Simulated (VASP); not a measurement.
# Mg2C3 (Cm) in VASP: single point with r2SCAN

Aim: the single point of Mg2C3 with r2SCAN.

All numbers are computed with VASP 6.6.1; they aren't measurements. Logs are shortened: lines on timing, memory, paths and dates and some standing lists are left out, and cuts for length are marked.

## Step 1: The cell of the first run

Symmetry: Cm, No. 8, monoclinic system. The conventional cell has a = 4.774 Å, b = 4.679 Å, c = 5.011 Å, α = 90.00°, β = 104.31°, γ = 90.00°. Within 3.5 Å of Mg (site symmetry m) lie 11 C at 2.23 to 3.44 Å and 9 Mg at 3.02 to 3.34 Å. Mg (site symmetry m) has 11 C at 2.26 to 3.44 Å and 9 Mg at 3.02 to 3.34 Å within 3.5 Å. Within 1.7 Å of C (site symmetry m) lie 1 C at 1.29 Å. C (site symmetry m) has 1 C at 1.32 Å within 1.8 Å. C (site symmetry m) has 2 C at 1.29 to 1.32 Å within 1.7 Å.

## Step 2: Single point, r2SCAN (atom 3 (C) moved +0.033 Å towards its neighbour atom 5 (C) at 1.323 Å)

POSCAR reads:

```
Mg2C3
1.0
    2.3870223790     -2.3394118729     -0.0063441741
    2.3870223790      2.3394118729     -0.0063441741
   -1.2253611782      0.0000000000      4.8584158892
Mg C
2 3
Direct
    0.8082382625      0.8082382625      0.1984312469
    0.1917617375      0.1917617375      0.8015687531
    0.3090982514      0.3090982514      0.2674686242
    0.6958309255      0.6958309255      0.7385354501
    0.5000000000      0.5000000000      0.5000000000
```

INCAR.step1 reads:

```
SYSTEM = Mg2C3
  PREC = Accurate
  ENCUT = 750
  ISMEAR = 0
  SIGMA = 0.05
  LREAL = .FALSE.
  LASPH = .TRUE.
  NELM = 120
  NBANDS = 24
  GGA = PE
  ALGO = Normal
  EDIFF = 1E-5
  LWAVE = .TRUE.
  LCHARG = .FALSE.
  GGA_COMPAT = .FALSE.
```

INCAR.step2 reads:

```
SYSTEM = Mg2C3
  PREC = Accurate
  ENCUT = 750
  EDIFF = 1E-6
  ISMEAR = 0
  SIGMA = 0.05
  LREAL = .FALSE.
  LASPH = .TRUE.
  NELM = 120
  ALGO = Normal
  ISIF = 2
  LWAVE = .FALSE.
  LCHARG = .FALSE.
  METAGGA = R2SCAN
  LMIXTAU = .TRUE.
  NBANDS = 24
  ISTART = 1
  GGA_COMPAT = .FALSE.
```

KPOINTS reads:

```
Automatic mesh
0
G
  8 8 6
  0 0 0
```

Potentials or basis: VASP PAW PBE potentials, release 64 (Mg_sv, C).

Run with:

```sh
> cat potpaw_PBE.64/Mg_sv/POTCAR potpaw_PBE.64/C/POTCAR > POTCAR
> cp INCAR.step1 INCAR
> mpirun -np 1 vasp_std > vasp.out
> cp INCAR.step2 INCAR
> mpirun -np 1 vasp_std > vasp.out
```

OUTCAR:

```text
SYSTEM = Mg2C3
   PREC = Accurate
   ENCUT = 750
   EDIFF = 1E-6
   ISMEAR = 0
   LREAL = .FALSE.
   LASPH = .TRUE.
   NELM = 120
   ISIF = 2
   METAGGA = R2SCAN
   ISTART = 1

 ion  position               nearest neighbor table
   1  0.808  0.808  0.198-
   2  0.192  0.192  0.802-
   3  0.309  0.309  0.267-   5 1.29
   4  0.696  0.696  0.739-   5 1.32
   5  0.500  0.500  0.500-   3 1.29   4 1.32

  LATTYP: Found a base centered monoclinic cell.
 ALAT       =     4.7740616194
 B/A-ratio  =     0.9800509752
 C/A-ratio  =     1.0495382641
 COS(beta)  =    -0.2471319189

  Lattice vectors:

 A1 = (   2.3870223790,  -2.3394118729,  -0.0063441741)
 A2 = (   2.3870223790,   2.3394118729,  -0.0063441741)
 A3 = (  -1.2253611782,   0.0000000000,   4.8584158892)

Analysis of symmetry for initial positions (statically):
=====================================================================
 Subroutine PRICEL returns:
 Original cell was already a primitive cell.

 Routine SETGRP: Setting up the symmetry group for a
 base centered monoclinic supercell.

 Subroutine GETGRP returns: Found  2 space group operations
 (whereof  2 operations were pure point group operations)
 out of a pool of  4 trial point group operations.

The static configuration has the point symmetry C_1h.

Analysis of symmetry for dynamics (positions and initial velocities):
=====================================================================
 Subroutine PRICEL returns:
 Original cell was already a primitive cell.

 Routine SETGRP: Setting up the symmetry group for a
 base centered monoclinic supercell.

 Subroutine GETGRP returns: Found  2 space group operations
 (whereof  2 operations were pure point group operations)
 out of a pool of  4 trial point group operations.

The dynamic configuration has the point symmetry C_1h.

 Subroutine INISYM returns: Found  2 space group operations
 (whereof  2 operations are pure point group operations),
 and found     1 'primitive' translations

----------------------------------------------------------------------------------------

                                     Primitive cell

  volume of cell :      54.2246

  direct lattice vectors                    reciprocal lattice vectors
     2.387022379 -2.339411873 -0.006344174     0.209606493 -0.213728932  0.052865721
     2.387022379  2.339411873 -0.006344174     0.209606493  0.213728932  0.052865721
    -1.225361178  0.000000000  4.858415889     0.000547413  0.000000000  0.205966472

  length of vectors
     3.342269289  3.342269289  5.010560345     0.303989675  0.303989675  0.205967199

  position of ions in fractional coordinates (direct lattice)
     0.808238262  0.808238262  0.198431247
     0.191761738  0.191761738  0.801568753
     0.309098251  0.309098251  0.267468624
     0.695830925  0.695830925  0.738535450
     0.500000000  0.500000000  0.500000000

  ion indices of the primitive-cell ions
   primitive index   ion index
                 1           1
                 2           2
                 3           3
                 4           4
                 5           5

----------------------------------------------------------------------------------------

 KPOINTS: Automatic mesh

Automatic generation of k-mesh.
 Grid dimensions read from file:
 generate k-points for:    8    8    6

 Generating k-lattice:

  Cartesian coordinates                     Fractional coordinates (reciprocal lattice)
     0.026200812 -0.026716116  0.006608215     0.125000000  0.000000000  0.000000000
     0.026200812  0.026716116  0.006608215     0.000000000  0.125000000  0.000000000
     0.000091236  0.000000000  0.034327745    -0.000000000 -0.000000000  0.166666667

  Length of vectors
     0.037998709  0.037998709  0.034327867

  Shift w.r.t. Gamma in fractional coordinates (k-lattice)
     0.000000000  0.000000000  0.000000000

 Subroutine IBZKPT returns following result:
 ===========================================

 Found    114 irreducible k-points:

 Following reciprocal coordinates:
            Coordinates               Weight
  0.000000  0.000000  0.000000      1.000000
  0.125000  0.000000 -0.000000      4.000000
  0.250000  0.000000 -0.000000      4.000000
  0.375000 -0.000000 -0.000000      4.000000
  0.500000  0.000000 -0.000000      2.000000
  0.125000  0.125000  0.000000      2.000000
[... 16 lines left out ...]
  0.125000  0.000000  0.166667      4.000000
  0.250000  0.000000  0.166667      4.000000
 [... further k-points ...]
   k-points           NKPTS =    114   k-points in BZ     NKDIM =    114   number of bands    NBANDS=     24
   number of dos      NEDOS =    301   number of ions     NIONS =      5
   total plane-waves  NPLWV =  43200
   dimension x,y,z NGX =    30 NGY =   30 NGZ =   48
   dimension x,y,z NGXF=    60 NGYF=   60 NGZF=   96
   ions per type =               2   3
   NGX,Y,Z   is equivalent  to a cutoff of  14.92, 14.92, 15.93 a.u.
   NGXF,Y,Z  is equivalent  to a cutoff of  29.84, 29.84, 31.85 a.u.
 SYSTEM =  Mg2C3
   PREC   = accura    normal or accurate (medium, high low for compatibility)
   ISTART =      1    job   : 0-new  1-cont  2-samecut
   ICHARG =      0    charge: 1-file 2-atom 10-const
   ISPIN  =      1    spin polarized calculation?
   LNONCOLLINEAR =      F non collinear calculations
   LSORBIT =      F    spin-orbit coupling
   LASPH  =      T    aspherical Exc in radial PAW
   ENCUT  =  750.0 eV  55.12 Ry    7.42 a.u.   7.46  7.46 11.19*2*pi/ulx,y,z
   NELM   =    120;   NELMIN=  2; NELMDL=  0     # of ELM steps
   EDIFF  = 0.1E-05   stopping-criterion for ELM
   LREAL  =      F    real-space projection
[... 7 lines left out ...]
   TEBEG  =    0.0;   TEEND  =   0.0 temperature during run
   PSTRESS=    0.0 pullay stress
   NELECT =      32.0000    total number of electrons
   NUPDOWN=      -1.0000    fix difference up-down
   EMIN   =  10.00;   EMAX   =-10.00  energy-range for DOS
   EFERMI =   0.00;   METHOD = LEGACY
   ISMEAR =     0;   SIGMA  =   0.05  broadening in eV -4-tet -1-fermi 0-gaus
   EFERMI_NEDOS =   21; number of points for ismear=-14 and -15
   IALGO  =     38    algorithm
   IMIX   =      4    mixing-type and parameters
     AMIX     =   0.40;   BMIX     =  1.00
     AMIX_MAG =   1.60;   BMIX_MAG =  1.00
  volume/ion in A,a.u.               =      10.84        73.19
  Fermi-wavevector in a.u.,A,eV,Ry     =   1.373175  2.594925 25.655282  1.885610
  Thomas-Fermi vector in A             =   2.498716
   LORBIT       =      0    0 simple, 1 ext, 2 COOP (PROOUT), +10 PAW based schemes
   METAGGA = R2SCAN    functional components
   LHFCALC =     F    Hartree Fock is set to
   AEXX    =    0.0000 exact exchange contribution
   IVDW    =     0    specifies the selected vdW correction
   LEPSILON=     F    determine dielectric tensor
   LRPA    =     F    only Hartree local field effects (RPA)
 non-spin polarized calculation
 Gauss-broadening in eV      SIGMA  =   0.05
  energy-cutoff  :      750.00
  volume of cell :       54.22
 maximum number of plane-waves:      2556
 NGX is ok and might be reduce to    30
   NGX = 15   NGY = 15   NGZ = 23

 number of electron      31.9999975 magnetization

 Free energy of the ion-electron system (eV)
  ---------------------------------------------------
  ext. energy  EPLUGINS =         0.00000000
  ---------------------------------------------------
  free energy    TOTEN  =       -37.65765520 eV

  energy without entropy =      -37.65765520  energy(sigma->0) =      -37.65765520

 E-fermi :   4.8564     XC(G=0): -11.2533

 val. band max:        4.5156680885   @ k =   0.0000   0.0000   0.5000
 cond. band min:       6.4473399750   @ k =   0.5000   0.5000   0.0000
 fundamental gap:      1.9316718864
 Fermi energy:         4.8563511989

 k-point     1 :       0.0000    0.0000    0.0000
  band No.  band energies     occupation
      1     -73.8653      2.00000
      2     -73.7817      2.00000
      3     -39.0125      2.00000
      4     -38.9773      2.00000
      5     -38.9572      2.00000
      6     -38.9342      2.00000
[... 16 lines left out ...]
     23      14.5167      0.00000
     24      15.8212      0.00000

 k-point     2 :       0.1250    0.0000   -0.0000
  band No.  band energies     occupation
      1     -73.8652      2.00000
      2     -73.7817      2.00000
      3     -39.0122      2.00000
      4     -38.9780      2.00000
      5     -38.9582      2.00000
      6     -38.9339      2.00000
[... 16 lines left out ...]
     23      14.1859      0.00000
     24      15.8688      0.00000

 k-point     3 :       0.2500    0.0000   -0.0000
  band No.  band energies     occupation
      1     -73.8650      2.00000
      2     -73.7815      2.00000
      3     -39.0116      2.00000
      4     -38.9800      2.00000
      5     -38.9598      2.00000
      6     -38.9335      2.00000
[... 16 lines left out ...]
     23      13.9999      0.00000
     24      15.8563      0.00000

 k-point     4 :       0.3750   -0.0000   -0.0000
  band No.  band energies     occupation
      1     -73.8648      2.00000
      2     -73.7813      2.00000
      3     -39.0111      2.00000
      4     -38.9824      2.00000
      5     -38.9609      2.00000
      6     -38.9332      2.00000
[... 16 lines left out ...]
     23      14.1650      0.00000
     24      15.4452      0.00000

 k-point     5 :       0.5000    0.0000   -0.0000
  band No.  band energies     occupation
      1     -73.8647      2.00000
      2     -73.7812      2.00000
      3     -39.0109      2.00000
      4     -38.9835      2.00000
      5     -38.9612      2.00000
      6     -38.9331      2.00000
[... 451 lines left out ...]
 k-point    22 :       0.0000    0.0000    0.1667
  band No.  band energies     occupation
      1     -73.8653      2.00000
      2     -73.7817      2.00000
      3     -39.0120      2.00000
      4     -38.9772      2.00000
      5     -38.9572      2.00000
      6     -38.9347      2.00000
[... 16 lines left out ...]
     23      14.0498      0.00000
     24      16.1655      0.00000

 k-point    23 :       0.1250    0.0000    0.1667
  band No.  band energies     occupation
      1     -73.8652      2.00000
      2     -73.7817      2.00000
      3     -39.0115      2.00000
      4     -38.9777      2.00000
      5     -38.9583      2.00000
      6     -38.9347      2.00000
[... 16 lines left out ...]
     23      14.0930      0.00000
     24      16.3890      0.00000

 k-point    24 :       0.2500    0.0000    0.1667
  band No.  band energies     occupation
      1     -73.8650      2.00000
      2     -73.7815      2.00000
      3     -39.0111      2.00000
      4     -38.9797      2.00000
      5     -38.9600      2.00000
      6     -38.9341      2.00000
[... 16 lines left out ...]
     23      14.6988      0.00000
     24      15.7347      0.00000

 [... further k-points ...]
[... 5 lines left out ...]
  --------------------------------------------------------------------------------------
  -------------------------------------------------------------------------------------
  Total        0.3668800     -0.3075903      1.7525311      0.0000000      0.0000000      1.2373565
  in kB       10.8402174     -9.0883812     51.7821025      0.0000000      0.0000000     36.5602190
  external PRESSURE =      17.8446462 kB  Pullay stress =       0.0000000 kB

 VOLUME and BASIS-vectors are now :
 -----------------------------------------------------------------------------
  energy-cutoff  :      750.00
  volume of cell :       54.22
      direct lattice vectors                 reciprocal lattice vectors
     2.387022379 -2.339411873 -0.006344174     0.209606493 -0.213728932  0.052865721
     2.387022379  2.339411873 -0.006344174     0.209606493  0.213728932  0.052865721
    -1.225361178  0.000000000  4.858415889     0.000547413  0.000000000  0.205966472

 POSITION                                       TOTAL-FORCE (eV/Angst)
 -----------------------------------------------------------------------------------
      3.61542      0.00000      0.95381         0.032130      0.000000     -0.043511
     -0.06673      0.00000      3.89192         0.003412      0.000000      0.093784
      1.14790      0.00000      1.29555        -1.015307      0.000000     -1.837590
      2.41696      0.00000      3.57928         0.179567      0.000000      0.352354
      1.77434      0.00000      2.42286         0.800198      0.000000      1.434963
 -----------------------------------------------------------------------------------
    total drift:                               -0.003014     -0.000000     -0.007100

  FREE ENERGIE OF THE ION-ELECTRON SYSTEM (eV)
  ---------------------------------------------------
  free  energy   TOTEN  =       -37.6576551992 eV

  energy  without entropy=      -37.6576551992  energy(sigma->0) =      -37.65765520
```

It took 11 min on 1 thread of Intel Xeon Platinum 8259CL at 2.50GHz (Skylake/Cascade Lake), shared host; peak memory 0.35 GiB.

Results:

| Item | Value |
| --- | --- |
| Free energy | -37.6577 eV |
| Pressure | 1.8 GPa |
| Largest force | 2.099 eV/Å |
| Band gap on the k mesh | 1.93 eV (least direct gap 2.70 eV) |

Forces in eV/Å, atoms in the order of the input:
```
Mg   0.032  0.000 -0.044
Mg   0.003  0.000  0.094
C   -1.015  0.000 -1.838
C    0.180  0.000  0.352
C    0.800  0.000  1.435
```

Stress tensor (GPa, compression positive):
```
 1.08  0.00  3.66
 0.00 -0.91  0.00
 3.66  0.00  5.18
```

Caveat: the cell differs from its parent crystal (atom 3 (C) moved +0.033 Å towards its neighbour atom 5 (C) at 1.323 Å); the stress differs along the axes, from -1 to 5 GPa; the PAW data sets were made with another functional, which shifts forces and pressure a little.
